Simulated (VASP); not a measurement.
# Si2Ni (Fm-3m) in VASP: notebook, part 2 of 2

VASP 6.6.1. Earlier steps stand in the parts before.

### Step 3. Single point, PBEsol

This run uses another cell than the first one: it holds 9 atoms, not 3.

Contents of INCAR:

```
PREC     = Accurate       # precision mode
ENCUT    = 520            # plane-wave cutoff, eV
EDIFF    = 1E-7           # SCF threshold, eV
ISMEAR   = 0              # smearing method
SIGMA    = 0.15           # smearing width, eV
LREAL    = F              # projectors in reciprocal space
LASPH    = T              # aspherical terms in the spheres
NELM     = 60             # most SCF steps
ALGO     = Normal         # electronic algorithm
ISIF     = 2              # what is computed and relaxed
LWAVE    = F              # write WAVECAR
LCHARG   = F              # write CHGCAR
GGA      = PS             # functional
NBANDS   = 37             # bands
```

Contents of KPOINTS:

```
regular mesh
0
Gamma
  14 14 5
```

Contents of POSCAR:

```
Si2Ni
1.0
    2.6957048481     -2.6957048481      0.0000000000
    2.6957048481      0.0000000000     -2.6957048481
    5.3914096963      5.3914096963      5.3914096963
Si Ni
6 3
Direct
    0.6666666667      0.6666666667      0.5833333333
    1.0000000000      0.0000000000      0.2500000000
    0.3333333333      0.3333333333      0.9166666667
    0.6666666667      0.6666666667      0.0833333333
    1.0000000000      0.0000000000      0.7500000000
    0.3333333333      0.3333333333      0.4166666667
    0.3333333333      0.3333333333      0.6666666667
    0.6666666667      0.6666666667      0.3333333333
    1.0000000000      0.0000000000      0.0000000000
```

Potentials or basis: VASP PAW PBE potentials, release 64 (Si, Ni).

Run with:

```console
cat potpaw_PBE.64/Si/POTCAR potpaw_PBE.64/Ni/POTCAR > POTCAR
mpirun -np 1 vasp_std > vasp.out
```

OUTCAR:

```text
PREC = Accurate
   ENCUT = 520
   EDIFF = 1E-7
   ISMEAR = 0
   LREAL = F
   LASPH = T
   NELM = 60
   ISIF = 2
   GGA = PS

 ion  position               nearest neighbor table
   1  0.667  0.667  0.583-   7 2.33   7 2.33   8 2.33   7 2.33   6 2.70   6 2.70   5 2.70   6 2.70
                             5 2.70   5 2.70
   2  0.000  0.000  0.250-   8 2.33   8 2.33   8 2.33   9 2.33   4 2.70   6 2.70   4 2.70   4 2.70
                             6 2.70   6 2.70
   3  0.333  0.333  0.917-   9 2.33   9 2.33   9 2.33   7 2.33   4 2.70   4 2.70   4 2.70   5 2.70
                             5 2.70   5 2.70
   4  0.667  0.667  0.083-   9 2.33   9 2.33   9 2.33   8 2.33   3 2.70   3 2.70   2 2.70   3 2.70
                             2 2.70   2 2.70
   5  0.000  0.000  0.750-   7 2.33   7 2.33   7 2.33   9 2.33   1 2.70   3 2.70   3 2.70   1 2.70
                             3 2.70   1 2.70
   6  0.333  0.333  0.417-   8 2.33   8 2.33   7 2.33   8 2.33   1 2.70   1 2.70   1 2.70   2 2.70
                             2 2.70   2 2.70
   7  0.333  0.333  0.667-   5 2.33   5 2.33   5 2.33   1 2.33   1 2.33   3 2.33   6 2.33   1 2.33

   8  0.667  0.667  0.333-   2 2.33   2 2.33   2 2.33   6 2.33   6 2.33   1 2.33   4 2.33   6 2.33

   9  0.000  0.000  0.000-   3 2.33   4 2.33   4 2.33   4 2.33   3 2.33   3 2.33   2 2.33   5 2.33

  LATTYP: Found a hexagonal cell.
 ALAT       =     3.8123023563
 C/A-ratio  =     2.4494897428

  Lattice vectors:

 A1 = (  -2.6957048481,   0.0000000000,   2.6957048481)
 A2 = (   2.6957048481,  -2.6957048481,   0.0000000000)
 A3 = (   5.3914096963,   5.3914096963,   5.3914096963)

Analysis of symmetry for initial positions (statically):
=====================================================================
 Subroutine PRICEL returns following result:

  LATTYP: Found a face centered cubic cell.
 ALAT       =     5.3914096960

  Lattice vectors:

 A1 = (  -2.6957048481,  -2.6957048479,   0.0000000002)
 A2 = (  -0.0000000000,  -2.6957048473,   2.6957048489)
 A3 = (  -2.6957048481,   0.0000000000,   2.6957048481)

   3 primitive cells build up your supercell.

[... 155 lines left out ...]
  Fermi-wavevector in a.u.,A,eV,Ry     =   1.263233  2.387163 21.711587  1.595757
  Thomas-Fermi vector in A             =   2.396600
   LORBIT       =      0    0 simple, 1 ext, 2 COOP (PROOUT), +10 PAW based schemes
   GGA     = PS    functional components
   LHFCALC =     F    Hartree Fock is set to
   AEXX    =    0.0000 exact exchange contribution
   IVDW    =     0    specifies the selected vdW correction
   LEPSILON=     F    determine dielectric tensor
   LRPA    =     F    only Hartree local field effects (RPA)
 non-spin polarized calculation
 Gauss-broadening in eV      SIGMA  =   0.15
  energy-cutoff  :      520.00
  volume of cell :      117.54
 maximum number of plane-waves:      3185
   NGX = 15   NGY = 15   NGZ = 35

 number of electron      54.0000005 magnetization

 Free energy of the ion-electron system (eV)
  ---------------------------------------------------
  ext. energy  EPLUGINS =         0.00000000
  ---------------------------------------------------
  free energy    TOTEN  =       -56.96122587 eV

  energy without entropy =      -56.93322455  energy(sigma->0) =      -56.94722521

 E-fermi :  10.5060     XC(G=0): -11.7354

 val. band max:       10.5042804714   @ k =   0.1429   0.1429   0.2000
 cond. band min:      10.5077811915   @ k =   0.0714   0.0714   0.4000
 fundamental gap:      0.0035007201
 Fermi energy:        10.5060011293

 k-point     1 :       0.0000    0.0000    0.0000
  band No.  band energies     occupation
      1      -3.4486      2.00000
      2      -1.8270      2.00000
      3      -1.8270      2.00000
      4       2.4494      2.00000
      5       2.4494      2.00000
      6       5.2138      2.00000
[... 949 lines left out ...]
     36      15.7050      0.00000
     37      16.2095      0.00000

 [... further k-points ...]
[... 5 lines left out ...]
  --------------------------------------------------------------------------------------
  -------------------------------------------------------------------------------------
  Total        0.0826407      0.0826407      0.0826407     -0.0833657     -0.0833657     -0.0833657
  in kB        1.1265132      1.1265132      1.1265132     -1.1363964     -1.1363964     -1.1363964
  external PRESSURE =       1.1265132 kB  Pullay stress =       0.0000000 kB

 VOLUME and BASIS-vectors are now :
 -----------------------------------------------------------------------------
  energy-cutoff  :      520.00
  volume of cell :      117.54
      direct lattice vectors                 reciprocal lattice vectors
     2.695704848 -2.695704848  0.000000000     0.123653498 -0.247306995  0.123653498
     2.695704848  0.000000000 -2.695704848     0.123653498  0.123653498 -0.247306995
     5.391409696  5.391409696  5.391409696     0.061826749  0.061826749  0.061826749

 POSITION                                       TOTAL-FORCE (eV/Angst)
 -----------------------------------------------------------------------------------
      6.73926      1.34785      1.34785         0.004491      0.004491      0.004491
      1.34785      1.34785      1.34785         0.004491      0.004491      0.004491
      6.73926      4.04356      4.04356         0.004491      0.004491      0.004491
      4.04356     -1.34785     -1.34785        -0.004491     -0.004491     -0.004491
      4.04356      4.04356      4.04356        -0.004491     -0.004491     -0.004491
      4.04356      1.34785      1.34785        -0.004491     -0.004491     -0.004491
      5.39141      2.69570      2.69570         0.000000     -0.000000      0.000000
      5.39141     -0.00000     -0.00000         0.000000     -0.000000      0.000000
      0.00000      0.00000      0.00000         0.000000     -0.000000      0.000000
 -----------------------------------------------------------------------------------
    total drift:                                0.000000      0.000000     -0.000000

  FREE ENERGIE OF THE ION-ELECTRON SYSTEM (eV)
  ---------------------------------------------------
  free  energy   TOTEN  =       -56.9612258670 eV

  energy  without entropy=      -56.9332245547  energy(sigma->0) =      -56.94722521
```

Run time: 7.3 min. Hardware: 1 thread of Intel Xeon Platinum 8375C at 2.90GHz (Ice Lake), shared host; peak memory 0.46 GiB.

What came out:

- Free energy: -56.9612 eV
- Pressure: 0.1 GPa
- Band gap on the k mesh: zero (band 27 reaches 11.96 eV, above the bottom of band 28 at 10.07 eV)

Levels at points of the mesh, in eV from the Fermi level:
| k point | band 24 | band 25 | band 26 | band 27 | band 28 | band 29 | band 30 | band 31 |
| --- | --- | --- | --- | --- | --- | --- | --- | --- |
| (0.00, 0.00, 0.00) | -0.79 | -0.23 | 1.46 | 1.46 | 1.70 | 1.70 | 1.70 | 2.07 |
| (0.50, 0.00, 0.00) | -2.26 | -2.26 | -2.13 | -2.13 | -0.43 | 0.57 | 0.57 | 1.31 |

Caveat: the PAW data sets were made with another functional, which shifts forces and pressure a little. Spin polarisation is off, so any magnetic state and its effect on volume and gap are missing.
